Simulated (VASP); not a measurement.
# Pb (Fm-3m) in VASP: notebook

Pb is run at these levels: LDA; tasks: single point, relaxation of volume and atoms at fixed shape.

Everything below comes from runs of VASP 6.6.1. Logs are shortened: lines on timing, memory, paths and dates and some standing lists are left out, and cuts for length are marked.

## (1) The cell of the first run

Symmetry: Fm-3m, No. 225, cubic system. Conventional cell: a = 4.890 Å, b = 4.890 Å, c = 4.890 Å, α = 90.00°, β = 90.00°, γ = 90.00°. Within 4.5 Å of Pb (site symmetry m-3m) lie 12 Pb at 3.46 Å.

## (2) Single point, LDA

The input, INCAR:

```
ALGO = Normal ; EDIFF = 1E-6
ENCUT = 520 ; GGA = CA
ISIF = 2 ; ISMEAR = 0
LASPH = True ; LCHARG = False
LREAL = False ; LWAVE = False
NBANDS = 13 ; NELM = 100
PREC = Accurate ; SIGMA = 0.05
```

The input, KPOINTS:

```
k-points
0
Gamma
  8 8 8
```

The input, POSCAR:

```
Pb
1.0
    3.4575699567      0.0000000000      0.0000000000
    1.7287849783      2.9943434178      0.0000000000
    1.7287849783      0.9981144726      2.8230940479
Pb
1
Direct
    0.0000000000      0.0000000000      0.0000000000
```

Potentials or basis: VASP PAW LDA potentials, release 64 (Pb_d).

On the command line:

```
$ cat potpaw_LDA.64/Pb_d/POTCAR > POTCAR
$ mpirun -np 1 vasp_std > vasp.out
```

OUTCAR:

```text
EDIFF = 1E-6
   ENCUT = 520
   GGA = CA
   ISIF = 2
   ISMEAR = 0
   LASPH = True
   LREAL = False
   NELM = 100
   PREC = Accurate

 ion  position               nearest neighbor table
   1  0.000  0.000  0.000-

  LATTYP: Found a face centered cubic cell.
 ALAT       =     4.8897423255

  Lattice vectors:

 A1 = (   3.4575699567,   0.0000000000,   0.0000000000)
 A2 = (   1.7287849783,   2.9943434178,   0.0000000000)
 A3 = (   1.7287849783,   0.9981144726,   2.8230940479)

Analysis of symmetry for initial positions (statically):
=====================================================================
 Subroutine PRICEL returns:
 Original cell was already a primitive cell.

 Routine SETGRP: Setting up the symmetry group for a
 face centered cubic supercell.

 Subroutine GETGRP returns: Found 48 space group operations
 (whereof 48 operations were pure point group operations)
 out of a pool of 48 trial point group operations.

The static configuration has the point symmetry O_h .

Analysis of symmetry for dynamics (positions and initial velocities):
=====================================================================
 Subroutine PRICEL returns:
 Original cell was already a primitive cell.

 Routine SETGRP: Setting up the symmetry group for a
 face centered cubic supercell.

 Subroutine GETGRP returns: Found 48 space group operations
 (whereof 48 operations were pure point group operations)
 out of a pool of 48 trial point group operations.

The dynamic configuration has the point symmetry O_h .

 Subroutine INISYM returns: Found 48 space group operations
 (whereof 48 operations are pure point group operations),
 and found     1 'primitive' translations

----------------------------------------------------------------------------------------

                                     Primitive cell

  volume of cell :      29.2279

  direct lattice vectors                    reciprocal lattice vectors
     3.457569957  0.000000000  0.000000000     0.289220468 -0.166981515 -0.118073762
     1.728784978  2.994343418  0.000000000     0.000000000  0.333963030 -0.118073762
     1.728784978  0.998114473  2.823094048     0.000000000  0.000000000  0.354221285

  length of vectors
     3.457569957  3.457569957  3.457569957     0.354221285  0.354221285  0.354221285

  position of ions in fractional coordinates (direct lattice)
     0.000000000  0.000000000  0.000000000

  ion indices of the primitive-cell ions
   primitive index   ion index
                 1           1

----------------------------------------------------------------------------------------

 KPOINTS: k-points

Automatic generation of k-mesh.
 Grid dimensions read from file:
 generate k-points for:    8    8    8

 Generating k-lattice:

  Cartesian coordinates                     Fractional coordinates (reciprocal lattice)
     0.036152558 -0.020872689 -0.014759220     0.125000000 -0.000000000  0.000000000
     0.000000000  0.041745379 -0.014759220     0.000000000  0.125000000  0.000000000
     0.000000000  0.000000000  0.044277661     0.000000000  0.000000000  0.125000000

  Length of vectors
     0.044277661  0.044277661  0.044277661

  Shift w.r.t. Gamma in fractional coordinates (k-lattice)
     0.000000000  0.000000000  0.000000000

 Subroutine IBZKPT returns following result:
 ===========================================

 Found     29 irreducible k-points:

 Following reciprocal coordinates:
            Coordinates               Weight
  0.000000  0.000000  0.000000      1.000000
  0.125000 -0.000000  0.000000      8.000000
  0.250000 -0.000000  0.000000      8.000000
  0.375000 -0.000000  0.000000      8.000000
  0.500000 -0.000000  0.000000      4.000000
  0.125000  0.125000  0.000000      6.000000
[... 16 lines left out ...]
  0.500000  0.250000  0.125000     48.000000
 -0.375000  0.250000  0.125000     24.000000
 [... further k-points ...]
   k-points           NKPTS =     29   k-points in BZ     NKDIM =     29   number of bands    NBANDS=     13
   number of dos      NEDOS =    301   number of ions     NIONS =      1
   total plane-waves  NPLWV =  21952
   dimension x,y,z NGX =    28 NGY =   28 NGZ =   28
   dimension x,y,z NGXF=    56 NGYF=   56 NGZF=   56
   ions per type =               1
   NGX,Y,Z   is equivalent  to a cutoff of  13.46, 13.46, 13.46 a.u.
   NGXF,Y,Z  is equivalent  to a cutoff of  26.93, 26.93, 26.93 a.u.
 SYSTEM =  unknown system
   PREC   = accura    normal or accurate (medium, high low for compatibility)
   ISTART =      0    job   : 0-new  1-cont  2-samecut
   ICHARG =      2    charge: 1-file 2-atom 10-const
   ISPIN  =      1    spin polarized calculation?
   LNONCOLLINEAR =      F non collinear calculations
   LSORBIT =      F    spin-orbit coupling
   LASPH  =      T    aspherical Exc in radial PAW
   ENCUT  =  520.0 eV  38.22 Ry    6.18 a.u.   6.43  6.43  6.43*2*pi/ulx,y,z
   NELM   =    100;   NELMIN=  2; NELMDL= -5     # of ELM steps
   EDIFF  = 0.1E-05   stopping-criterion for ELM
   LREAL  =      F    real-space projection
   EDIFFG = 0.1E-04   stopping-criterion for IOM
   NSW    =      0    number of steps for IOM
   IBRION =     -1    ionic relax: 0-MD 1-quasi-New 2-CG
   NFREE  =      0    steps in history (QN), initial steepest desc. (CG)
   ISIF   =      2    stress and relaxation
   ISYM   =      2    0-nonsym 1-usesym 2-fastsym
   POTIM  = 0.5000    time-step for ionic-motion
   TEBEG  =    0.0;   TEEND  =   0.0 temperature during run
   PSTRESS=    0.0 pullay stress
   NELECT =      14.0000    total number of electrons
   NUPDOWN=      -1.0000    fix difference up-down
   EMIN   =  10.00;   EMAX   =-10.00  energy-range for DOS
   EFERMI =   0.00;   METHOD = LEGACY
   ISMEAR =     0;   SIGMA  =   0.05  broadening in eV -4-tet -1-fermi 0-gaus
   EFERMI_NEDOS =   21; number of points for ismear=-14 and -15
   IALGO  =     38    algorithm
   IMIX   =      4    mixing-type and parameters
     AMIX     =   0.40;   BMIX     =  1.00
     AMIX_MAG =   1.60;   BMIX_MAG =  1.00
  volume/ion in A,a.u.               =      29.23       197.24
  Fermi-wavevector in a.u.,A,eV,Ry     =   1.280909  2.420567 22.323450  1.640727
  Thomas-Fermi vector in A             =   2.413309
   LORBIT       =      0    0 simple, 1 ext, 2 COOP (PROOUT), +10 PAW based schemes
   GGA     = CA    functional components
   LHFCALC =     F    Hartree Fock is set to
   AEXX    =    0.0000 exact exchange contribution
   IVDW    =     0    specifies the selected vdW correction
   LEPSILON=     F    determine dielectric tensor
   LRPA    =     F    only Hartree local field effects (RPA)
 non-spin polarized calculation
 Gauss-broadening in eV      SIGMA  =   0.05
  energy-cutoff  :      520.00
  volume of cell :       29.23
 maximum number of plane-waves:       817
 NGX is ok and might be reduce to    28
   NGX = 13   NGY = 13   NGZ = 13

 number of electron      13.9999999 magnetization

 Free energy of the ion-electron system (eV)
  ---------------------------------------------------
  ext. energy  EPLUGINS =         0.00000000
  ---------------------------------------------------
  free energy    TOTEN  =        -4.26702366 eV

  energy without entropy =       -4.26672838  energy(sigma->0) =       -4.26687602

 E-fermi :   7.3765     XC(G=0): -10.6304

 val. band max:        7.3153124066   @ k =   0.3750   0.2500   0.0000
 cond. band min:       7.5428488130   @ k =  -0.3750   0.2500  -0.0000
 fundamental gap:      0.2275364064
 Fermi energy:         7.3765355810

 k-point     1 :       0.0000    0.0000    0.0000
  band No.  band energies     occupation
      1      -9.5996      2.00000
      2      -9.5996      2.00000
      3      -9.5996      2.00000
      4      -9.4400      2.00000
      5      -9.4400      2.00000
      6      -4.5886      2.00000
      7      15.0744      0.00000
      8      15.0744      0.00000
      9      15.0744      0.00000
     10      17.2766      0.00000
     11      19.3712      0.00000
     12      20.2215      0.00000
     13      20.2215      0.00000

 k-point     2 :       0.1250   -0.0000    0.0000
  band No.  band energies     occupation
      1      -9.6013      2.00000
      2      -9.5772      2.00000
      3      -9.5772      2.00000
      4      -9.4396      2.00000
      5      -9.4396      2.00000
      6      -4.2759      2.00000
      7      12.2192      0.00000
      8      14.7170      0.00000
      9      14.7170      0.00000
     10      16.9033      0.00000
     11      20.3329      0.00000
     12      20.8555      0.00000
     13      20.8556      0.00000

 k-point     3 :       0.2500   -0.0000    0.0000
  band No.  band energies     occupation
      1      -9.6116      2.00000
      2      -9.5593      2.00000
      3      -9.5593      2.00000
      4      -9.4008      2.00000
      5      -9.4008      2.00000
      6      -3.3394      2.00000
      7       8.2393      0.00000
      8      14.0005      0.00000
      9      14.0005      0.00000
     10      16.6295      0.00000
     11      19.1628      0.00000
     12      20.0409      0.00000
     13      20.0409      0.00000
[... 305 lines left out ...]
 k-point    23 :       0.5000    0.2500    0.1250
  band No.  band energies     occupation
      1      -9.6161      2.00000
      2      -9.5753      2.00000
      3      -9.4791      2.00000
      4      -9.3908      2.00000
      5      -9.3160      2.00000
      6      -1.1360      2.00000
      7       5.5398      2.00000
      8       8.9861      0.00000
      9      11.3627      0.00000
     10      16.4811      0.00000
     11      18.8582      0.00000
     12      20.2421      0.00000
     13      23.0284      0.00000

 k-point    24 :      -0.3750    0.2500    0.1250
  band No.  band energies     occupation
      1      -9.6042      2.00000
      2      -9.5851      2.00000
      3      -9.4622      2.00000
      4      -9.3967      2.00000
      5      -9.2974      2.00000
      6      -0.1437      2.00000
      7       4.0039      2.00000
      8       8.8861      0.00000
      9      10.7830      0.00000
     10      16.3691      0.00000
     11      18.7125      0.00000
     12      22.8518      0.00000
     13      23.4021      0.00000

 [... further k-points ...]

------------------------ aborting loop because EDIFF is reached ----------------------------------------

  FORCE on cell =-STRESS in cart. coord.  units (eV):
  Direction    XX          YY          ZZ          XY          YZ          ZX
  --------------------------------------------------------------------------------------
  -------------------------------------------------------------------------------------
  Total        0.0123611      0.0123611      0.0123611     -0.0000000      0.0000000     -0.0000000
  in kB        0.6775968      0.6775968      0.6775968     -0.0000000      0.0000000     -0.0000000
  external PRESSURE =       0.6775968 kB  Pullay stress =       0.0000000 kB

 VOLUME and BASIS-vectors are now :
 -----------------------------------------------------------------------------
  energy-cutoff  :      520.00
  volume of cell :       29.23
      direct lattice vectors                 reciprocal lattice vectors
     3.457569957  0.000000000  0.000000000     0.289220468 -0.166981515 -0.118073762
     1.728784978  2.994343418  0.000000000     0.000000000  0.333963030 -0.118073762
     1.728784978  0.998114473  2.823094048     0.000000000  0.000000000  0.354221285

 POSITION                                       TOTAL-FORCE (eV/Angst)
 -----------------------------------------------------------------------------------
      0.00000      0.00000      0.00000        -0.000000      0.000000      0.000000
 -----------------------------------------------------------------------------------
    total drift:                               -0.000000     -0.000000     -0.000000

  FREE ENERGIE OF THE ION-ELECTRON SYSTEM (eV)
  ---------------------------------------------------
  free  energy   TOTEN  =        -4.2670236561 eV

  energy  without entropy=       -4.2667283784  energy(sigma->0) =       -4.26687602
```

Wall time 12 s (1 thread of Intel Xeon 8259CL, shared host); peak memory 0.14 GiB.

What came out:

- Free energy: -4.2670 eV
- Pressure: 0.1 GPa
- Band gap on the k mesh: zero (bands 7 and 8 overlap by 9.09 eV)

Levels at points of the mesh, in eV from the Fermi level:
```tsv
k point	band 3	band 4	band 5	band 6	band 7	band 8	band 9	band 10	band 11	band 12
(0.00, 0.00, 0.00)	-16.98	-16.82	-16.82	-11.97	7.70	7.70	7.70	9.90	11.99	12.84
(0.50, 0.00, 0.00)	-16.96	-16.67	-16.67	-8.13	-4.33	5.78	5.78	9.38	9.94	11.52
(0.50, 0.50, 0.00)	-16.68	-16.63	-16.63	-6.63	-3.37	2.11	2.11	5.63	6.90	18.46
```

Caveat: spin-orbit coupling is left out, which moves the levels of the heavy elements.

## (3) Relaxation of volume and atoms at fixed shape, LDA

This run uses another cell than the first one, of 30.32 Å³/atom.

The input, INCAR:

```
PREC = Accurate
ENCUT = 600
EDIFF = 1E-6
ISMEAR = 0
SIGMA = 0.05
LREAL = False
LASPH = True
NELM = 100
ALGO = Normal
ISIF = 8
LWAVE = False
LCHARG = False
GGA = CA
IBRION = 2
NSW = 80
EDIFFG = -0.01
```

The input, KPOINTS:

```
regular mesh
0
Gamma
  8 8 8
```

The input, POSCAR:

```
Pb
1.0
    3.5002070000      0.0000000000      0.0000000000
    1.7501035000      3.0312681805      0.0000000000
    1.7501035000      1.0104227268      2.8579070480
Pb
1
Direct
    0.0000000000      0.0000000000      0.0000000000
```

Potentials or basis: VASP PAW LDA potentials, release 64 (Pb_d).

On the command line:

```
$ cat potpaw_LDA.64/Pb_d/POTCAR > POTCAR
$ mpirun -np 1 vasp_std > vasp.out
```

It took 25 s on 1 thread of Intel Xeon 8259CL, shared host; peak memory 0.15 GiB.

The run converged. Its results:

* Free energy: -4.2673 eV
* Relaxed volume: 29.31 Å³/atom
* Relaxed cell: a = 3.461 Å, b = 3.461 Å, c = 3.461 Å, α = 60.00°, β = 60.00°, γ = 60.00°
* Space group after relaxing (to 0.1 Å): Fm-3m (No. 225)
* Energy gained by relaxing: 5.5 meV/atom
* Ionic steps: 3
* Pressure after relaxing: 0.0 GPa
* Band gap on the k mesh: zero (bands 7 and 8 overlap by 9.06 eV)

The path:
```tsv
step	energy change (eV)	largest force (eV/Å)	pressure (GPa)	volume (Å³)
1	0.0000	0.0000	-1.70	30.32
2	-0.0047	0.0000	0.73	28.94
3	-0.0055	0.0000	-0.01	29.31
```

Final structure:
```
Pb
1.0
     3.46078    0.00000    0.00000
     1.73039    2.99712    0.00000
     1.73039    0.99904    2.82571
Pb
1
Direct
  0.00000 0.00000 0.00000
```

Levels at points of the mesh, in eV from the Fermi level:
| k point | band 4 | band 5 | band 6 | band 7 | band 8 | band 9 | band 10 | band 11 |
| --- | --- | --- | --- | --- | --- | --- | --- | --- |
| (0.00, 0.00, 0.00) | -16.81 | -16.81 | -11.94 | 7.68 | 7.68 | 7.68 | 9.90 | 11.96 |
| (0.50, 0.00, 0.00) | -16.66 | -16.66 | -8.12 | -4.31 | 5.77 | 5.77 | 9.38 | 9.92 |
| (0.50, 0.50, 0.00) | -16.62 | -16.62 | -6.63 | -3.35 | 2.11 | 2.11 | 5.63 | 6.89 |

Caveat: spin-orbit coupling is left out, which moves the levels of the heavy elements. Zero-point motion and thermal expansion aren't in these numbers.
